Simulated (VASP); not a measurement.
# TlCl (Pm-3m) in VASP: notebook

TlCl is run at these levels: PBEsol; tasks: single point, relaxation of cell and atoms.

Program: VASP 6.6.1. These are calculated values, not measurements. Logs are shortened: lines on timing, memory, paths and dates and some standing lists are left out, and cuts for length are marked.

**1. The cell of the first run**

The structure is cubic, space group Pm-3m (No. 221). Conventional cell: a = 3.769 Å, b = 3.769 Å, c = 3.769 Å, α = 90.00°, β = 90.00°, γ = 90.00°. Tl (site symmetry m-3m) has 8 Cl at 3.26 Å and 6 Tl at 3.77 Å within 4.3 Å. Within 4.3 Å of Cl (site symmetry m-3m) lie 8 Tl at 3.26 Å and 6 Cl at 3.77 Å.

**2. Single point, PBEsol**

INCAR

```
ALGO = Normal
EDIFF = 1E-6
ENCUT = 500
GGA = PS
GGA_COMPAT = False
ISIF = 2
ISMEAR = -1
LASPH = True
LCHARG = True
LELF = True
LREAL = False
LVHAR = True
LWAVE = False
NBANDS = 17
NELM = 120
PREC = Accurate
SIGMA = 0.1
```

KPOINTS

```
k-points
0
Gamma
  12 12 12
```

POSCAR

```
TlCl
1.0
    3.7692256933      0.0000000000      0.0000000000
    0.0000000000      3.7692256933      0.0000000000
    0.0000000000      0.0000000000      3.7692256933
Tl Cl
1 1
Direct
    0.0000000000      0.0000000000      0.0000000000
    0.5000000000      0.5000000000      0.5000000000
```

Potentials or basis: VASP PAW PBE potentials, release 64 (Tl_d, Cl).

On the command line:

```console
$ cat potpaw_PBE.64/Tl_d/POTCAR potpaw_PBE.64/Cl/POTCAR > POTCAR
$ mpirun -np 1 vasp_std > vasp.out
```

OUTCAR:

```text
EDIFF = 1E-6
   ENCUT = 500
   GGA = PS
   ISIF = 2
   ISMEAR = -1
   LASPH = True
   LREAL = False
   NELM = 120
   PREC = Accurate

 ion  position               nearest neighbor table
   1  0.000  0.000  0.000-   2 3.26   2 3.26   2 3.26   2 3.26   2 3.26   2 3.26   2 3.26   2 3.26

   2  0.500  0.500  0.500-   1 3.26   1 3.26   1 3.26   1 3.26   1 3.26   1 3.26   1 3.26   1 3.26

  LATTYP: Found a simple cubic cell.
 ALAT       =     3.7692256933

  Lattice vectors:

 A1 = (   3.7692256933,   0.0000000000,   0.0000000000)
 A2 = (   0.0000000000,   3.7692256933,   0.0000000000)
 A3 = (   0.0000000000,   0.0000000000,   3.7692256933)

Analysis of symmetry for initial positions (statically):
=====================================================================
 Subroutine PRICEL returns:
 Original cell was already a primitive cell.

 Routine SETGRP: Setting up the symmetry group for a
 simple cubic supercell.

 Subroutine GETGRP returns: Found 48 space group operations
 (whereof 48 operations were pure point group operations)
 out of a pool of 48 trial point group operations.

The static configuration has the point symmetry O_h .

Analysis of symmetry for dynamics (positions and initial velocities):
=====================================================================
 Subroutine PRICEL returns:
 Original cell was already a primitive cell.

 Routine SETGRP: Setting up the symmetry group for a
 simple cubic supercell.

 Subroutine GETGRP returns: Found 48 space group operations
 (whereof 48 operations were pure point group operations)
 out of a pool of 48 trial point group operations.

The dynamic configuration has the point symmetry O_h .

 Subroutine INISYM returns: Found 48 space group operations
 (whereof 48 operations are pure point group operations),
 and found     1 'primitive' translations

----------------------------------------------------------------------------------------

                                     Primitive cell

  volume of cell :      53.5496

  direct lattice vectors                    reciprocal lattice vectors
     3.769225693  0.000000000  0.000000000     0.265306480  0.000000000  0.000000000
     0.000000000  3.769225693  0.000000000     0.000000000  0.265306480  0.000000000
     0.000000000  0.000000000  3.769225693     0.000000000  0.000000000  0.265306480

  length of vectors
     3.769225693  3.769225693  3.769225693     0.265306480  0.265306480  0.265306480

  position of ions in fractional coordinates (direct lattice)
     0.000000000  0.000000000  0.000000000
     0.500000000  0.500000000  0.500000000

  ion indices of the primitive-cell ions
   primitive index   ion index
                 1           1
                 2           2

----------------------------------------------------------------------------------------

 KPOINTS: k-points

Automatic generation of k-mesh.
 Grid dimensions read from file:
 generate k-points for:   12   12   12

 Generating k-lattice:

  Cartesian coordinates                     Fractional coordinates (reciprocal lattice)
     0.022108873  0.000000000  0.000000000     0.083333333  0.000000000  0.000000000
     0.000000000  0.022108873  0.000000000     0.000000000  0.083333333  0.000000000
     0.000000000  0.000000000  0.022108873     0.000000000  0.000000000  0.083333333

  Length of vectors
     0.022108873  0.022108873  0.022108873

  Shift w.r.t. Gamma in fractional coordinates (k-lattice)
     0.000000000  0.000000000  0.000000000

 Subroutine IBZKPT returns following result:
 ===========================================

 Found     84 irreducible k-points:

 Following reciprocal coordinates:
            Coordinates               Weight
  0.000000  0.000000  0.000000      1.000000
  0.083333  0.000000  0.000000      6.000000
  0.166667  0.000000  0.000000      6.000000
  0.250000  0.000000  0.000000      6.000000
  0.333333  0.000000  0.000000      6.000000
  0.416667  0.000000  0.000000      6.000000
[... 16 lines left out ...]
  0.333333  0.333333  0.000000     12.000000
  0.416667  0.333333  0.000000     24.000000
 [... further k-points ...]
   k-points           NKPTS =     84   k-points in BZ     NKDIM =     84   number of bands    NBANDS=     17
   number of dos      NEDOS =    301   number of ions     NIONS =      2
   total plane-waves  NPLWV =  21952
   dimension x,y,z NGX =    28 NGY =   28 NGZ =   28
   dimension x,y,z NGXF=    56 NGYF=   56 NGZF=   56
   ions per type =               1   1
   NGX,Y,Z   is equivalent  to a cutoff of  12.35, 12.35, 12.35 a.u.
   NGXF,Y,Z  is equivalent  to a cutoff of  24.70, 24.70, 24.70 a.u.
 SYSTEM =  unknown system
   PREC   = accura    normal or accurate (medium, high low for compatibility)
   ISTART =      0    job   : 0-new  1-cont  2-samecut
   ICHARG =      2    charge: 1-file 2-atom 10-const
   ISPIN  =      1    spin polarized calculation?
   LNONCOLLINEAR =      F non collinear calculations
   LSORBIT =      F    spin-orbit coupling
   LASPH  =      T    aspherical Exc in radial PAW
   ENCUT  =  500.0 eV  36.75 Ry    6.06 a.u.   6.87  6.87  6.87*2*pi/ulx,y,z
   NELM   =    120;   NELMIN=  2; NELMDL= -5     # of ELM steps
   EDIFF  = 0.1E-05   stopping-criterion for ELM
   LREAL  =      F    real-space projection
[... 7 lines left out ...]
   TEBEG  =    0.0;   TEEND  =   0.0 temperature during run
   PSTRESS=    0.0 pullay stress
   NELECT =      20.0000    total number of electrons
   NUPDOWN=      -1.0000    fix difference up-down
   EMIN   =  10.00;   EMAX   =-10.00  energy-range for DOS
   EFERMI =   0.00;   METHOD = LEGACY
   ISMEAR =    -1;   SIGMA  =   0.10  broadening in eV -4-tet -1-fermi 0-gaus
   EFERMI_NEDOS =   21; number of points for ismear=-14 and -15
   IALGO  =     38    algorithm
   IMIX   =      4    mixing-type and parameters
     AMIX     =   0.40;   BMIX     =  1.00
     AMIX_MAG =   1.60;   BMIX_MAG =  1.00
  volume/ion in A,a.u.               =      26.77       180.69
  Fermi-wavevector in a.u.,A,eV,Ry     =   1.178961  2.227913 18.911397  1.389948
  Thomas-Fermi vector in A             =   2.315280
   LORBIT       =      0    0 simple, 1 ext, 2 COOP (PROOUT), +10 PAW based schemes
   GGA     = PS    functional components
   LHFCALC =     F    Hartree Fock is set to
   AEXX    =    0.0000 exact exchange contribution
   IVDW    =     0    specifies the selected vdW correction
   LEPSILON=     F    determine dielectric tensor
   LRPA    =     F    only Hartree local field effects (RPA)
 non-spin polarized calculation
  energy-cutoff  :      500.00
  volume of cell :       53.55
 maximum number of plane-waves:      1388
 NGX is ok and might be reduce to    28
   NGX = 13   NGY = 13   NGZ = 13

 number of electron      20.0000008 magnetization

 Free energy of the ion-electron system (eV)
  ---------------------------------------------------
  ext. energy  EPLUGINS =         0.00000000
  ---------------------------------------------------
  free energy    TOTEN  =        -6.46938281 eV

  energy without entropy =       -6.46938043  energy(sigma->0) =       -6.46938162

 E-fermi :   4.1484     XC(G=0):  -9.6205

 val. band max:        3.1987960520   @ k =   0.5000   0.0000   0.0000
 cond. band min:       4.9995747701   @ k =   0.5000   0.0000   0.0000
 fundamental gap:      1.8007787181
 Fermi energy:         4.1483970787

 k-point     1 :       0.0000    0.0000    0.0000
  band No.  band energies     occupation
      1     -10.9079      2.00000
      2      -6.8284      2.00000
      3      -6.8284      2.00000
      4      -6.5409      2.00000
      5      -6.5409      2.00000
      6      -6.5409      2.00000
[... 9 lines left out ...]
     16      16.0880      0.00000
     17      17.3873      0.00000

 k-point     2 :       0.0833    0.0000    0.0000
  band No.  band energies     occupation
      1     -10.8889      2.00000
      2      -6.8272      2.00000
      3      -6.8146      2.00000
      4      -6.5478      2.00000
      5      -6.5478      2.00000
      6      -6.5403      2.00000
[... 9 lines left out ...]
     16      16.5054      0.00000
     17      17.3067      0.00000

 k-point     3 :       0.1667    0.0000    0.0000
  band No.  band energies     occupation
      1     -10.8358      2.00000
      2      -6.8238      2.00000
      3      -6.7774      2.00000
      4      -6.5664      2.00000
      5      -6.5664      2.00000
      6      -6.5386      2.00000
[... 9 lines left out ...]
     16      17.1980      0.00000
     17      17.2041      0.00000

 k-point     4 :       0.2500    0.0000    0.0000
  band No.  band energies     occupation
      1     -10.7609      2.00000
      2      -6.8191      2.00000
      3      -6.7284      2.00000
      4      -6.5916      2.00000
      5      -6.5916      2.00000
      6      -6.5363      2.00000
[... 9 lines left out ...]
     16      16.3115      0.00000
     17      17.3464      0.00000

 k-point     5 :       0.3333    0.0000    0.0000
  band No.  band energies     occupation
      1     -10.6829      2.00000
      2      -6.8144      2.00000
      3      -6.6821      2.00000
      4      -6.6165      2.00000
      5      -6.6165      2.00000
      6      -6.5339      2.00000
[... 9 lines left out ...]
     16      15.4568      0.00000
     17      17.3041      0.00000

 k-point     6 :       0.4167    0.0000    0.0000
  band No.  band energies     occupation
      1     -10.6237      2.00000
      2      -6.8110      2.00000
      3      -6.6503      2.00000
      4      -6.6346      2.00000
      5      -6.6346      2.00000
      6      -6.5323      2.00000
[... 9 lines left out ...]
     16      16.2804      0.00000
     17      17.2827      0.00000

 k-point     7 :       0.5000    0.0000    0.0000
  band No.  band energies     occupation
      1     -10.6015      2.00000
      2      -6.8097      2.00000
      3      -6.6411      2.00000
      4      -6.6411      2.00000
      5      -6.6392      2.00000
      6      -6.5316      2.00000
[... 9 lines left out ...]
     16      17.2751      0.00000
     17      17.3012      0.00000

 k-point     8 :       0.0833    0.0833    0.0000
  band No.  band energies     occupation
      1     -10.8704      2.00000
      2      -6.8197      2.00000
      3      -6.8068      2.00000
      4      -6.5540      2.00000
      5      -6.5484      2.00000
      6      -6.5457      2.00000
[... 9 lines left out ...]
     16      16.4571      0.00000
     17      16.8646      0.00000
[... 203 lines left out ...]
      1     -10.6529      2.00000
      2      -6.7692      2.00000
      3      -6.6569      2.00000
      4      -6.6036      2.00000
      5      -6.5873      2.00000
      6      -6.5765      2.00000
[... 9 lines left out ...]
     16      14.9953      0.00000
     17      15.3729      0.00000

 k-point    20 :       0.3333    0.2500    0.0000
  band No.  band energies     occupation
      1     -10.5970      2.00000
      2      -6.7579      2.00000
      3      -6.6112      2.00000
      4      -6.6052      2.00000
      5      -6.6045      2.00000
      6      -6.5763      2.00000
[... 9 lines left out ...]
     16      15.2257      0.00000
     17      15.8614      0.00000

 k-point    21 :       0.4167    0.2500    0.0000
  band No.  band energies     occupation
      1     -10.5552      2.00000
      2      -6.7512      2.00000
      3      -6.6209      2.00000
      4      -6.6078      2.00000
      5      -6.5734      2.00000
      6      -6.5731      2.00000
[... 9 lines left out ...]
     16      15.3969      0.00000
     17      16.4652      0.00000

 k-point    22 :       0.5000    0.2500    0.0000
  band No.  band energies     occupation
      1     -10.5397      2.00000
      2      -6.7489      2.00000
      3      -6.6267      2.00000
      4      -6.6076      2.00000
      5      -6.5722      2.00000
      6      -6.5603      2.00000
[... 9 lines left out ...]
     16      15.7379      0.00000
     17      16.3038      0.00000

 k-point    23 :       0.3333    0.3333    0.0000
  band No.  band energies     occupation
      1     -10.5530      2.00000
      2      -6.7424      2.00000
      3      -6.6024      2.00000
      4      -6.5981      2.00000
      5      -6.5944      2.00000
      6      -6.5611      2.00000
[... 9 lines left out ...]
     16      15.0382      0.00000
     17      16.3988      0.00000

 k-point    24 :       0.4167    0.3333    0.0000
  band No.  band energies     occupation
      1     -10.5205      2.00000
      2      -6.7333      2.00000
      3      -6.6141      2.00000
      4      -6.5937      2.00000
      5      -6.5904      2.00000
      6      -6.5241      2.00000
[... 9 lines left out ...]
     16      15.2279      0.00000
     17      16.1546      0.00000

 [... further k-points ...]

------------------------ aborting loop because EDIFF is reached ----------------------------------------

  FORCE on cell =-STRESS in cart. coord.  units (eV):
  Direction    XX          YY          ZZ          XY          YZ          ZX
  --------------------------------------------------------------------------------------
  -------------------------------------------------------------------------------------
  Total       -0.0241811     -0.0241811     -0.0241811     -0.0000000      0.0000000      0.0000000
  in kB       -0.7234872     -0.7234872     -0.7234872     -0.0000000      0.0000000      0.0000000
  external PRESSURE =      -0.7234872 kB  Pullay stress =       0.0000000 kB

 VOLUME and BASIS-vectors are now :
 -----------------------------------------------------------------------------
  energy-cutoff  :      500.00
  volume of cell :       53.55
      direct lattice vectors                 reciprocal lattice vectors
     3.769225693  0.000000000  0.000000000     0.265306480  0.000000000  0.000000000
     0.000000000  3.769225693  0.000000000     0.000000000  0.265306480  0.000000000
     0.000000000  0.000000000  3.769225693     0.000000000  0.000000000  0.265306480

 POSITION                                       TOTAL-FORCE (eV/Angst)
 -----------------------------------------------------------------------------------
      0.00000      0.00000      0.00000         0.000000      0.000000      0.000000
      1.88461      1.88461      1.88461         0.000000      0.000000      0.000000
 -----------------------------------------------------------------------------------
    total drift:                               -0.000000      0.000000      0.000000

  FREE ENERGIE OF THE ION-ELECTRON SYSTEM (eV)
  ---------------------------------------------------
  free  energy   TOTEN  =        -6.4693828054 eV

  energy  without entropy=       -6.4693804278  energy(sigma->0) =       -6.46938162
```

Wall time 21 s (1 thread of Intel Xeon 6975P-C (Granite Rapids), shared host); peak memory 0.2 GiB.

What came out:

```
Free energy            : -6.4694 eV
Pressure               : -0.1 GPa
Band gap on the k mesh : 1.80 eV
```

Caveat: the PAW data sets were made with another functional, which shifts forces and pressure a little; spin-orbit coupling is left out, which moves the levels of the heavy elements.

[end of part 1 of 2]
